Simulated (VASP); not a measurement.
# LiBiSe2 (P4/nmm) in VASP: a series of runs, part 2 of 2

VASP 6.6.1. The steps go on from the part before.

**3. Single point, r2SCAN+rVV10**

This run uses another cell than the first one, of 25.12 Å³/atom.

POSCAR reads:

```
LiBiSe2
1.0
    4.0912841429      0.0000000000      0.0000000000
    0.0000000000      4.0912841429      0.0000000000
    0.0000000000      0.0000000000     12.0059930969
Li Se Bi
2 4 2
Direct
    0.5000000000      0.0000000000      0.8871572975
    0.0000000000      0.5000000000      0.1128427025
    0.5000000000      0.0000000000      0.1186889858
    0.0000000000      0.5000000000      0.3739620633
    0.5000000000      0.0000000000      0.6260379367
    0.0000000000      0.5000000000      0.8813110142
    0.5000000000      0.0000000000      0.3355058593
    0.0000000000      0.5000000000      0.6644941407
```

INCAR.step1 reads:

```
SYSTEM = LiBiSe2
ALGO = Normal
EDIFF = 1E-4
ENCUT = 520
GGA = PE
ISMEAR = -1
LASPH = .True.
LCHARG = .False.
LREAL = .False.
LWAVE = .True.
NBANDS = 40
NELM = 100
PREC = Accurate
SIGMA = 0.03
```

INCAR.step2 reads:

```
SYSTEM = LiBiSe2
ALGO = Normal
BPARAM = 11.95
CPARAM = 0.0093
EDIFF = 1E-6
ENCUT = 520
ISIF = 2
ISMEAR = -1
ISTART = 1
IVDW_NL = 2
LASPH = .True.
LCHARG = .False.
LMIXTAU = .True.
LREAL = .False.
LUSE_VDW = .True.
LWAVE = .False.
METAGGA = R2SCAN
NBANDS = 40
NELM = 100
PREC = Accurate
SIGMA = 0.03
```

KPOINTS reads:

```
k-points
0
Gamma
  6 6 2
  0 0 0
```

Potentials or basis: VASP PAW PBE potentials, release 64 (Li_sv, Se, Bi_d).

Run with:

```
$ cat potpaw_PBE.64/Li_sv/POTCAR potpaw_PBE.64/Se/POTCAR potpaw_PBE.64/Bi_d/POTCAR > POTCAR
$ cp INCAR.step1 INCAR
$ mpirun -np 1 vasp_std > vasp.out
$ cp INCAR.step2 INCAR
$ mpirun -np 1 vasp_std > vasp.out
```

OUTCAR:

```text
SYSTEM = LiBiSe2
   BPARAM = 11.95
   EDIFF = 1E-6
   ENCUT = 520
   ISIF = 2
   ISMEAR = -1
   ISTART = 1
   IVDW_NL = 2
   LASPH = .True.
   LREAL = .False.
   METAGGA = R2SCAN
   NELM = 100
   PREC = Accurate

 ion  position               nearest neighbor table
   1  0.500  0.000  0.887-
   2  0.000  0.500  0.113-
   3  0.500  0.000  0.119-   7 2.60
   4  0.000  0.500  0.374-   7 2.93   7 2.93   7 2.93   7 2.93
   5  0.500  0.000  0.626-   8 2.93   8 2.93   8 2.93   8 2.93
   6  0.000  0.500  0.881-   8 2.60
   7  0.500  0.000  0.336-   3 2.60   4 2.93   4 2.93   4 2.93   4 2.93
   8  0.000  0.500  0.664-   6 2.60   5 2.93   5 2.93   5 2.93   5 2.93

  LATTYP: Found a simple tetragonal cell.
 ALAT       =     4.0912841429
 C/A-ratio  =     2.9345292768

  Lattice vectors:

 A1 = (   4.0912841429,   0.0000000000,   0.0000000000)
 A2 = (   0.0000000000,   4.0912841429,   0.0000000000)
 A3 = (   0.0000000000,   0.0000000000,  12.0059930969)

[... 186 lines left out ...]
 val. band max:        3.2074342799   @ k =   0.1667   0.0000   0.0000
 cond. band min:       4.1333852745   @ k =   0.5000   0.0000   0.0000
 fundamental gap:      0.9259509946
 Fermi energy:         3.6865591887

 k-point     1 :       0.0000    0.0000    0.0000
  band No.  band energies     occupation
      1     -43.6957      2.00000
      2     -43.6952      2.00000
      3     -20.3494      2.00000
      4     -20.3490      2.00000
      5     -20.3281      2.00000
      6     -20.3277      2.00000
[... 849 lines left out ...]
     39      10.6731      0.00000
     40      10.6731      0.00000

------------------------ aborting loop because EDIFF is reached ----------------------------------------

  FORCE on cell =-STRESS in cart. coord.  units (eV):
  Direction    XX          YY          ZZ          XY          YZ          ZX
  --------------------------------------------------------------------------------------
  -------------------------------------------------------------------------------------
  Total        0.1021951      0.1021951      0.0067421      0.0000000      0.0000000     -0.0000000
  in kB        0.8147478      0.8147478      0.0537513      0.0000000      0.0000000     -0.0000000
  external PRESSURE =       0.5610823 kB  Pullay stress =       0.0000000 kB

 VOLUME and BASIS-vectors are now :
 -----------------------------------------------------------------------------
  energy-cutoff  :      520.00
  volume of cell :      200.96
      direct lattice vectors                 reciprocal lattice vectors
     4.091284143  0.000000000  0.000000000     0.244422036  0.000000000  0.000000000
     0.000000000  4.091284143  0.000000000     0.000000000  0.244422036  0.000000000
     0.000000000  0.000000000 12.005993097     0.000000000  0.000000000  0.083291735

 POSITION                                       TOTAL-FORCE (eV/Angst)
 -----------------------------------------------------------------------------------
      2.04564      0.00000     10.65120         0.000000      0.000000     -0.076171
      0.00000      2.04564      1.35479         0.000000     -0.000000      0.076171
      2.04564      0.00000      1.42498        -0.000000      0.000000     -0.045791
      0.00000      2.04564      4.48979         0.000000      0.000000     -0.003636
      2.04564      0.00000      7.51621         0.000000     -0.000000      0.003636
      0.00000      2.04564     10.58101         0.000000      0.000000      0.045791
      2.04564      0.00000      4.02808         0.000000      0.000000      0.014614
      0.00000      2.04564      7.97791         0.000000      0.000000     -0.014614
 -----------------------------------------------------------------------------------
    total drift:                                0.000000      0.000000      0.000000

  FREE ENERGIE OF THE ION-ELECTRON SYSTEM (eV)
  ---------------------------------------------------
  free  energy   TOTEN  =      -183.3859646249 eV

  energy  without entropy=     -183.3859645798  energy(sigma->0) =     -183.38596460
```

OSZICAR.step1:

```text
N       E                     dE             d eps       ncg     rms          rms(c)
DAV:   1     0.578503926163E+03    0.57850E+03   -0.27613E+04  1608   0.152E+03
DAV:   2     0.452429608336E+02   -0.53326E+03   -0.51295E+03  1656   0.400E+02
DAV:   3    -0.273672889173E+02   -0.72610E+02   -0.70615E+02  2280   0.152E+02
DAV:   4    -0.320601672810E+02   -0.46929E+01   -0.46413E+01  2384   0.370E+01
DAV:   5    -0.326310869189E+02   -0.57092E+00   -0.57024E+00  2744   0.782E+00    0.614E+00
DAV:   6    -0.307533963711E+02    0.18777E+01   -0.26609E+00  2136   0.103E+01    0.355E+00
DAV:   7    -0.307326988405E+02    0.20698E-01   -0.18558E+00  2160   0.478E+00    0.200E+00
DAV:   8    -0.307376829242E+02   -0.49841E-02   -0.43919E-01  1960   0.376E+00    0.979E-01
DAV:   9    -0.307086127958E+02    0.29070E-01   -0.10265E-01  1936   0.179E+00    0.167E-01
DAV:  10    -0.307102469559E+02   -0.16342E-02   -0.16290E-02  2120   0.502E-01    0.125E-01
DAV:  11    -0.307102074061E+02    0.39550E-04   -0.84454E-04  2088   0.147E-01
   1 F= -.30710207E+02 E0= -.30710206E+02  d E =-.291256E-05
```

Wall time 7.7 min (1 thread of Intel Xeon 6975P-C (Granite Rapids), shared host); peak memory 0.67 GiB.

Results:

* Free energy: -183.3860 eV
* Largest force: 0.076 eV/Å
* Band gap on the k mesh: 0.93 eV (least direct gap 0.93 eV)

Forces in eV/Å, atoms in the order of the input:
```
Li   0.000  0.000 -0.076
Li   0.000  0.000  0.076
Se   0.000  0.000 -0.046
Se   0.000  0.000 -0.004
Se   0.000  0.000  0.004
Se   0.000  0.000  0.046
Bi   0.000  0.000  0.015
Bi   0.000  0.000 -0.015
```

Levels at points of the mesh, in eV from the valence-band top:
```csv
k point,band 27,band 28,band 29,band 30,band 31,band 32,band 33,band 34
"(0.00, 0.00, 0.00)",-0.64,-0.64,-0.02,-0.02,3.87,4.24,4.45,4.86
"(0.50, 0.00, 0.00)",-0.41,-0.41,-0.01,-0.01,0.93,0.93,1.52,1.52
"(0.50, 0.50, 0.00)",-1.41,-1.41,-1.23,-1.23,3.82,3.82,3.90,3.90
"(0.00, 0.00, 0.50)",-0.61,-0.61,-0.05,-0.05,3.02,4.12,4.47,4.72
"(0.50, 0.00, 0.50)",-0.41,-0.41,-0.01,-0.01,0.98,0.98,1.52,1.52
"(0.50, 0.50, 0.50)",-1.48,-1.48,-1.22,-1.22,3.62,3.62,4.33,4.33
```

Caveat: the cutoff is under 1.25 times the usual one of these potentials, so pressure, stress and relaxed cells hold a basis-set (Pulay) error; the PAW data sets were made with another functional, which shifts forces and pressure a little; spin-orbit coupling is left out, which moves the levels of the heavy elements.

**4. Relaxation of cell and atoms, PBEsol**

This run uses another cell than the first one, of 18.81 Å³/atom.

INCAR reads:

```
PREC = Accurate
ENCUT = 600
EDIFF = 1E-6
ISMEAR = -1
SIGMA = 0.03
LREAL = F
LASPH = T
NELM = 100
ALGO = Normal
ISIF = 3
LWAVE = F
LCHARG = F
GGA = PS
IBRION = 2
NSW = 100
EDIFFG = -0.01
```

KPOINTS reads:

```
regular mesh
0
Gamma
  6 6 2
```

POSCAR reads:

```
LiBiSe2
1.0
    3.7610797559      0.0000000000      0.0000000000
    0.0000000000      3.7610797559      0.0000000000
    0.0000000000      0.0000000000     10.6379400000
Li Se Bi
2 4 2
Direct
    0.5000000000      0.0000000000      0.8750000000
    0.0000000000      0.5000000000      0.1250000000
    0.5000000000      0.0000000000      0.1250000000
    0.0000000000      0.5000000000      0.3750000000
    0.5000000000      0.0000000000      0.6250000000
    0.0000000000      0.5000000000      0.8750000000
    0.5000000000      0.0000000000      0.3750000000
    0.0000000000      0.5000000000      0.6250000000
```

Run with:

```
$ cat potpaw_PBE.64/Li_sv/POTCAR potpaw_PBE.64/Se/POTCAR potpaw_PBE.64/Bi_d/POTCAR > POTCAR
$ mpirun -np 1 vasp_std > vasp.out
```

Run time: 24 min. Hardware: 1 thread of Intel Xeon 6975P-C (Granite Rapids), shared host; peak memory 0.34 GiB.

It converged, with:

```yaml
Free_energy: -33.0382 eV
Relaxed_volume: 24.69 Å³/atom
Relaxed_cell: a = 4.065 Å, b = 4.065 Å, c = 11.953 Å, α = 90.00°, β = 90.00°, γ = 90.00°
Space_group_after_relaxing_to_0.1_Å: P4/nmm (No. 129)
Energy_gained_by_relaxing: 470.8 meV/atom
Ionic_steps: 39
Pressure_after_relaxing: 0.0 GPa
Largest_force_after_relaxing: 0.010 eV/Å
Band_gap_on_the_k_mesh: 0.61 eV (least direct gap 0.77 eV)
```

Forces in eV/Å, atoms in the order of the input:
```
Li   0.000  0.000 -0.001
Li   0.000  0.000  0.001
Se   0.000  0.000 -0.005
Se   0.000  0.000 -0.009
Se   0.000  0.000  0.009
Se   0.000  0.000  0.005
Bi   0.000  0.000  0.010
Bi   0.000  0.000 -0.010
```

The path:
```
step  energy change (eV)  largest force (eV/Å)  pressure (GPa)  volume (Å³)
   1              0.0000                3.1766           25.24       150.48
   2             -2.8786                1.2826           -5.68       224.66
   3             -3.3489                1.4023           -0.78       197.50
   4             -3.5365                0.8192            0.16       195.83
   5             -3.5592                0.4126            0.88       195.00
   6             -3.6349                0.4523            0.31       197.92
   7             -3.6663                0.5220           -0.10       200.83
   8             -3.6695                0.5559           -0.21       201.97
   9             -3.6873                0.4444           -0.61       201.07
  10             -3.6932                0.2569           -0.50       201.38
  11             -3.7115                0.1993            0.19       198.27
  12             -3.7160                0.1945            0.82       195.70
  13             -3.7286                0.1656            0.74       195.67
  14             -3.7526                0.1008            0.52       195.56
  15             -3.7270                0.2179            0.14       195.35
  16             -3.7559                0.0779            0.42       195.51
  17             -3.7592                0.1346           -0.11       197.10
  18             -3.7593                0.1086           -0.03       196.83
  19             -3.7610                0.0823           -0.04       197.10
  20             -3.7637                0.0317           -0.08       197.86
  21             -3.7608                0.1439           -0.15       199.38
  22             -3.7640                0.0309           -0.11       198.24
  23             -3.7645                0.0316            0.02       197.74
  24             -3.7645                0.0311            0.00       197.82
  25             -3.7648                0.0281            0.02       197.66
  26             -3.7653                0.0477            0.14       197.18
  27             -3.7655                0.0416            0.14       197.20
  28             -3.7658                0.0245            0.09       197.29
  29             -3.7661                0.0309            0.00       197.45
  30             -3.7661                0.0288           -0.01       197.44
  31             -3.7661                0.0258           -0.01       197.44
  32             -3.7662                0.0174           -0.01       197.43
  33             -3.7662                0.0225            0.00       197.43
  34             -3.7662                0.0162            0.00       197.43
  35             -3.7663                0.0144            0.00       197.41
  36             -3.7664                0.0218            0.01       197.37
  37             -3.7664                0.0102            0.04       197.41
  38             -3.7664                0.0129            0.04       197.43
  39             -3.7665                0.0100            0.01       197.55
```

Final structure:
```yaml
crystal:
  lattice:
    - [4.06543, 0.00000, 0.00000]
    - [0.00000, 4.06543, 0.00000]
    - [0.00000, 0.00000, 11.95252]
  atoms:
    - { symbol: Li, position: [0.50000, 0.00000, 0.88522] }
    - { symbol: Li, position: [0.00000, 0.50000, 0.11478] }
    - { symbol: Se, position: [0.50000, 0.00000, 0.11767] }
    - { symbol: Se, position: [0.00000, 0.50000, 0.37793] }
    - { symbol: Se, position: [0.50000, 0.00000, 0.62207] }
    - { symbol: Se, position: [0.00000, 0.50000, 0.88233] }
    - { symbol: Bi, position: [0.50000, 0.00000, 0.33620] }
    - { symbol: Bi, position: [0.00000, 0.50000, 0.66380] }
```

Levels at points of the mesh, in eV from the valence-band top:
| k point | band 28 | band 29 | band 30 | band 31 | band 32 | band 33 |
| --- | --- | --- | --- | --- | --- | --- |
| (0.00, 0.00, 0.00) | -0.67 | -0.03 | -0.03 | 3.35 | 3.82 | 3.89 |
| (0.50, 0.00, 0.00) | -0.41 | -0.15 | -0.15 | 0.61 | 0.61 | 1.31 |
| (0.50, 0.50, 0.00) | -1.45 | -1.23 | -1.23 | 3.26 | 3.26 | 3.35 |
| (0.00, 0.00, 0.50) | -0.64 | -0.06 | -0.06 | 2.42 | 3.61 | 3.84 |
| (0.50, 0.00, 0.50) | -0.42 | -0.13 | -0.13 | 0.65 | 0.65 | 1.31 |
| (0.50, 0.50, 0.50) | -1.53 | -1.21 | -1.21 | 3.10 | 3.10 | 3.69 |

Caveat: the cutoff is under 1.25 times the usual one of these potentials, so pressure, stress and relaxed cells hold a basis-set (Pulay) error; the volume moved by over 15 % at a fixed basis, so the end points are rough; the PAW data sets were made with another functional, which shifts forces and pressure a little; spin-orbit coupling is left out, which moves the levels of the heavy elements. A k mesh can miss the band edges.

**5. Overview**

```csv
task,level,cell,cutoff (eV),gap on the mesh (eV),largest force (eV/Å)
single point,PBEsol,"a = 4.067, b = 4.067, c = 11.942 Å, 8 atoms, atomic positions A",520,0.60,0.03
single point,r2SCAN+rVV10,"a = 4.091, b = 4.091, c = 12.006 Å, 8 atoms, atomic positions B",520,0.93,0.08
relaxation of cell and atoms,PBEsol,"relaxed from a = 3.761, b = 3.761, c = 10.638 Å, 8 atoms, atomic positions C",600,0.61,0.01
```

Alike in all rows: potentials or basis VASP PAW PBE potentials, release 64 (Li_sv, Se, Bi_d); no spin polarisation; k mesh 6 × 6 × 2; smearing fermi-dirac 0.03 eV.

Caveats: the cutoff is under 1.25 times the usual one of these potentials, so pressure, stress and relaxed cells hold a basis-set (Pulay) error; the PAW data sets were made with another functional, which shifts forces and pressure a little; spin-orbit coupling is left out, which moves the levels of the heavy elements; the volume moved by over 15 % at a fixed basis, so the end points are rough (at least some runs).

Absolute energies hang on the potentials; compare differences alone.
